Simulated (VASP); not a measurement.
# TiCo in VASP: further runs, part 3 of 3

VASP 6.6.1.

## 6. Single point, PBE

INCAR reads:

```
SYSTEM = TiCo
PREC = Accurate
ENCUT = 400
EDIFF = 1E-6
ISMEAR = -1
SIGMA = 0.1723
LREAL = Auto
LASPH = .TRUE.
NELM = 120
ALGO = Normal
ISIF = 2
LWAVE = .FALSE.
LCHARG = .FALSE.
GGA = PE
NBANDS = 98
ISYM = -1
GGA_COMPAT = .FALSE.
```

KPOINTS reads:

```
explicit points
1
Reciprocal
  0.25000000   0.25000000   0.25000000 1
```

POSCAR reads:

```
TiCo
1.0
    6.2119360000     -0.0237870000      0.0571590000
   -0.0237870000      6.3309150000     -0.1234120000
    0.0571590000     -0.1234120000      6.2827850000
Ti Co
8 8
Direct
    0.0382868308      0.3552564720      0.8925128704
    0.3043350125      0.6194720503      0.2839406091
    0.0988797305      0.9785187899      0.0719478853
    0.2550278144      0.1891630472      0.4401259720
    0.5497504590      0.5304569479      0.8456465670
    0.6043874122      0.9356240873      0.1930363779
    0.8654948026      0.8488490637      0.6523250984
    0.6979518380      0.1822359138      0.5825276322
    0.4895286915      0.8543353254      0.5440468297
    0.8415176240      0.6067207374      0.1469487359
    0.9999137627      0.5223469956      0.4855887662
    0.4475301607      0.2495972191      0.0707579386
    0.3037640296      0.0369788163      0.8196942568
    0.8031092448      0.2600631606      0.1392587831
    0.2240058252      0.7069303910      0.8235081647
    0.5495767879      0.4807722797      0.4165450209
```

Potentials or basis: VASP PAW PBE potentials, release 64 (Ti_sv, Co).

Launch:

```bash
$ cat potpaw_PBE.64/Ti_sv/POTCAR potpaw_PBE.64/Co/POTCAR > POTCAR
$ mpirun -np 1 vasp_std > vasp.out
```

OUTCAR:

```text
SYSTEM = TiCo
   PREC = Accurate
   ENCUT = 400
   EDIFF = 1E-6
   ISMEAR = -1
   LREAL = Auto
   LASPH = .TRUE.
   NELM = 120
   ISIF = 2
   GGA = PE
   ISYM = -1

 ion  position               nearest neighbor table
   1  0.038  0.355  0.893-  14 2.21  10 2.52  15 2.55  13 2.63   3 2.71  11 2.82  12 2.89
   2  0.304  0.619  0.284-  16 1.98  11 2.35   9 2.46   6 2.79  12 2.80  10 3.02  15 3.02
   3  0.099  0.979  0.072-  13 2.06  15 2.40  14 2.59   1 2.71  12 2.75   4 2.81  10 2.88
   4  0.255  0.189  0.440-  16 2.60  13 2.63  12 2.63  11 2.65   9 2.69   3 2.81   8 2.91
   5  0.550  0.530  0.846-  15 2.33  12 2.39  10 2.67  16 2.70   8 2.85   9 2.88
   6  0.604  0.936  0.193-   9 2.38  12 2.38  14 2.42  10 2.56   2 2.79   8 2.92
   7  0.865  0.849  0.652-   8 2.42  11 2.43   9 2.45  15 2.67
   8  0.698  0.182  0.583-  16 2.39   7 2.42   9 2.44   5 2.85  14 2.91   4 2.91   6 2.92  11 2.92
                            13 3.00
   9  0.490  0.854  0.544-  13 2.34   6 2.38   8 2.44   7 2.45   2 2.46  16 2.50  15 2.58   4 2.69
                             5 2.88
  10  0.842  0.607  0.147-  14 2.20  11 2.44   1 2.52   6 2.56  16 2.60   5 2.67   3 2.88   2 3.02
[... 10 lines left out ...]
  16  0.550  0.481  0.417-   2 1.98   8 2.39   9 2.50   4 2.60  10 2.60  12 2.66  14 2.69   5 2.70
                            11 2.85

IMPORTANT INFORMATION: All symmetrisations will be switched off!
NOSYMM: (Re-)initialisation of all symmetry stuff for point group C_1.

----------------------------------------------------------------------------------------

                                     Primitive cell

  volume of cell :     246.9661

  direct lattice vectors                    reciprocal lattice vectors
     6.211936000 -0.023787000  0.057159000     0.160995990  0.000576575 -0.001453370
    -0.023787000  6.330915000 -0.123412000     0.000576575  0.158017621  0.003098676
     0.057159000 -0.123412000  6.282785000    -0.001453370  0.003098676  0.159239173

  length of vectors
     6.212244509  6.332162433  6.284256919     0.161003583  0.158049052  0.159275950

  position of ions in fractional coordinates (direct lattice)
[... 90 lines left out ...]
   GGA     = PE    functional components
   LHFCALC =     F    Hartree Fock is set to
   AEXX    =    0.0000 exact exchange contribution
   IVDW    =     0    specifies the selected vdW correction
   LEPSILON=     F    determine dielectric tensor
   LRPA    =     F    only Hartree local field effects (RPA)
 non-spin polarized calculation
  energy-cutoff  :      400.00
  volume of cell :      246.97
 maximum number of plane-waves:      4482
 NGX is ok and might be reduce to    40
   NGX = 21   NGY = 21   NGZ = 21

 number of electron     167.9999970 magnetization

 Free energy of the ion-electron system (eV)
  ---------------------------------------------------
  ext. energy  EPLUGINS =         0.00000000
  ---------------------------------------------------
  free energy    TOTEN  =      -116.92033277 eV

  energy without entropy =     -114.87050760  energy(sigma->0) =     -115.89542018

 E-fermi :   7.9395     XC(G=0): -11.6508

 val. band max:        7.9385064030   @ k =   0.2500   0.2500   0.2500
 cond. band min:       7.9764667190   @ k =   0.2500   0.2500   0.2500
 fundamental gap:      0.0379603161
 Fermi energy:         7.9394638357

 k-point     1 :       0.2500    0.2500    0.2500
  band No.  band energies     occupation
      1     -49.2172      2.00000
      2     -49.1483      2.00000
      3     -49.0059      2.00000
      4     -48.9993      2.00000
      5     -48.9890      2.00000
      6     -48.8552      2.00000
[... 88 lines left out ...]
     95       8.8886      0.00807
     96       9.0379      0.00340
 [bands above 96 left out]

------------------------ aborting loop because EDIFF is reached ----------------------------------------

  FORCE on cell =-STRESS in cart. coord.  units (eV):
  Direction    XX          YY          ZZ          XY          YZ          ZX
  --------------------------------------------------------------------------------------
  -------------------------------------------------------------------------------------
  Total       -7.7905549      1.9009474    -14.0277598     -1.3207921     -0.8237064     -0.2805117
  in kB      -50.5407500     12.3322805    -91.0042364     -8.5685579     -5.3437451     -1.8198024
  external PRESSURE =     -43.0709019 kB  Pullay stress =       0.0000000 kB

 VOLUME and BASIS-vectors are now :
 -----------------------------------------------------------------------------
  energy-cutoff  :      400.00
  volume of cell :      246.97
      direct lattice vectors                 reciprocal lattice vectors
     6.211936000 -0.023787000  0.057159000     0.160995990  0.000576575 -0.001453370
    -0.023787000  6.330915000 -0.123412000     0.000576575  0.158017621  0.003098676
     0.057159000 -0.123412000  6.282785000    -0.001453370  0.003098676  0.159239173

 POSITION                                       TOTAL-FORCE (eV/Angst)
 -----------------------------------------------------------------------------------
      0.28040      2.13804      5.56581         1.055815      1.220346     -1.070869
      1.89200      3.87954      1.72488        -2.825431      0.698388     -1.273211
      0.59507      6.18369      0.33692        -1.885475     -1.356512      2.108013
      1.60487      1.13719      2.75645        -0.599253      0.590119      0.806020
      3.45073      3.24084      5.27897        -0.131536      0.356654      0.052215
      3.74319      5.88516      1.13188         0.470712     -0.975068     -0.820710
[... 8 lines left out ...]
      1.42176      4.36856      5.09949        -0.384944     -2.022920     -0.253572
      3.42631      2.97925      2.58914         3.406215     -1.023764      0.166300
 -----------------------------------------------------------------------------------
    total drift:                               -0.004973      0.001818     -0.003378

  FREE ENERGIE OF THE ION-ELECTRON SYSTEM (eV)
  ---------------------------------------------------
  free  energy   TOTEN  =      -116.9203327658 eV

  energy  without entropy=     -114.8705076013  energy(sigma->0) =     -115.89542018
```

Wall time 1.7 min (1 thread of AMD EPYC 7R43 (Zen 3), shared host); peak memory 0.22 GiB.

What came out:

```
Free energy   : -116.9203 eV
Pressure      : -4.3 GPa
Largest force : 3.561 eV/Å
```

Forces on the atoms (eV/Å):
```
Ti   1.056  1.220 -1.071
Ti  -2.825  0.698 -1.273
Ti  -1.885 -1.357  2.108
Ti  -0.599  0.590  0.806
Ti  -0.132  0.357  0.052
Ti   0.471 -0.975 -0.821
Ti   1.016 -1.469 -0.067
Ti  -0.021  1.491  0.015
Co  -0.336 -0.133  0.659
Co   0.536  1.780 -0.321
Co  -0.904 -0.802  0.580
Co  -0.887  0.369  0.336
Co   1.106  2.301 -2.042
Co   0.384 -1.025  1.125
Co  -0.385 -2.023 -0.254
Co   3.406 -1.024  0.166
```

Stress tensor (GPa, compression positive):
```
-5.05 -0.86 -0.18
-0.86  1.23 -0.53
-0.18 -0.53 -9.10
```

Levels at points of the mesh, in eV from the Fermi level:
| k point | band 81 | band 82 | band 83 | band 84 | band 85 | band 86 | band 87 | band 88 |
| --- | --- | --- | --- | --- | --- | --- | --- | --- |
| (0.25, 0.25, 0.25) | -0.35 | -0.29 | -0.15 | 0.00 | 0.04 | 0.16 | 0.23 | 0.32 |

Caveat: atoms lie so close that the PAW spheres overlap strongly, which falsifies energies and pressures; the atoms stand as in a frame of molecular dynamics; the run has no spin polarisation, though such a crystal can be magnetic. Spin polarisation is off, so any magnetic state and its effect on volume and gap are missing.

## 7. Single point, PBE

INCAR reads:

```
PREC     = Accurate       # precision mode
ENCUT    = 400            # plane-wave cutoff, eV
EDIFF    = 1E-6           # SCF threshold, eV
ISMEAR   = -1             # smearing method
SIGMA    = 0.1723         # smearing width, eV
LREAL    = Auto         
LASPH    = T              # aspherical terms in the spheres
NELM     = 120            # most SCF steps
ALGO     = Normal         # electronic algorithm
ISIF     = 2              # what is computed and relaxed
LWAVE    = F              # write WAVECAR
LCHARG   = T              # write CHGCAR
GGA      = PE             # functional
LELF     = T              # ELF
LVHAR    = T            
NBANDS   = 98             # bands
ISYM     = -1           
GGA_COMPAT= F
```

KPOINTS is that of step 6.

POSCAR reads:

```
TiCo
1.0
    6.2119360000     -0.0237870000      0.0571590000
   -0.0237870000      6.3309150000     -0.1234120000
    0.0571590000     -0.1234120000      6.2827850000
Ti Co
8 8
Direct
    0.1134351590      0.3509303198      0.8993269979
    0.2825004371      0.6224807379      0.2806437194
    0.0691384862      1.0432547785      0.1449999120
    0.3346532935      0.2205991452      0.4523793404
    0.6661969692      0.5703769748      0.8705824265
    0.5569828783      0.9314546396      0.1508864454
    0.9267638646      0.7579790107      0.5735970290
    0.7416367469      0.1458713732      0.7164372270
    0.5457372498      0.7809243158      0.5058342178
    0.9202690154      0.6801156598      0.1595144155
    0.9625016178      0.3445166603      0.4930206684
    0.4393424072      0.2279642848      0.1161789168
    0.3177657563      0.0084099323      0.7974335766
    0.8677397845      0.3110978075      0.1306019646
    0.2942199344      0.6740408949      0.7973373938
    0.6066597392      0.4812243766      0.3654264468
```

Launch:

```bash
$ cat potpaw_PBE.64/Ti_sv/POTCAR potpaw_PBE.64/Co/POTCAR > POTCAR
$ mpirun -np 1 vasp_std > vasp.out
```

It took 1.8 min on 1 thread of AMD EPYC 7R43 (Zen 3), shared host; peak memory 0.21 GiB.

Results (log left out):

```
Free energy   : -116.5624 eV
Pressure      : -3.6 GPa
Largest force : 3.457 eV/Å
```

Forces in eV/Å, atoms in the order of the input:
```
Ti   1.765  1.710 -2.432
Ti  -1.240 -0.073 -0.750
Ti  -0.054 -2.844  0.255
Ti  -0.095 -0.633  2.590
Ti  -0.975 -0.878 -0.084
Ti   1.863 -1.595 -0.002
Ti   0.849 -0.252 -0.564
Ti  -0.810 -0.126  0.201
Co  -0.214  2.446  1.890
Co  -0.350  0.265  0.293
Co   0.145  0.729  0.334
Co   0.416  2.503 -2.175
Co   0.307  1.181 -0.055
Co  -2.803 -0.193  0.421
Co  -0.218 -0.902  0.290
Co   1.415 -1.340 -0.213
```

Stress tensor (GPa, compression positive):
```
-4.04 -0.27 -1.11
-0.27  2.01 -0.02
-1.11 -0.02 -8.64
```

Levels at points of the mesh, in eV from the Fermi level:
```
           k point  band 80  band 81  band 82  band 83  band 84  band 85  band 86  band 87  band 88  band 89
(0.25, 0.25, 0.25)    -0.48    -0.36    -0.17    -0.08    -0.02     0.02     0.07     0.22     0.32     0.45
```

Caveat: the atoms stand as in a frame of molecular dynamics; the run has no spin polarisation, though such a crystal can be magnetic. Spin polarisation is off, so any magnetic state and its effect on volume and gap are missing.

## 8. Summary

```tsv
cell	smearing	pressure (GPa)	largest force (eV/Å)
as given, atomic positions A	fermi-dirac 0.2396 eV	-0.6	3.07
as given, atomic positions B	fermi-dirac 0.2396 eV	0.6	5.59
as given, atomic positions C	fermi-dirac 0.2396 eV	-0.7	4.89
as given, atomic positions D	fermi-dirac 0.1723 eV	-4.1	2.60
as given, atomic positions E	fermi-dirac 0.1723 eV	-4.3	3.56
as given, atomic positions F	fermi-dirac 0.1723 eV	-3.6	3.46
```

Alike in all rows: task single point; level PBE; potentials or basis VASP PAW PBE potentials, release 64 (Ti_sv, Co); no spin polarisation; k mesh 1 × 1 × 1, shifted; cutoff (eV) 400.

Caveats: the atoms stand as in a frame of molecular dynamics; the run has no spin polarisation, though such a crystal can be magnetic; atoms lie so close that the PAW spheres overlap strongly, which falsifies energies and pressures (at least some runs).

Absolute energies hang on the potentials; compare differences alone.
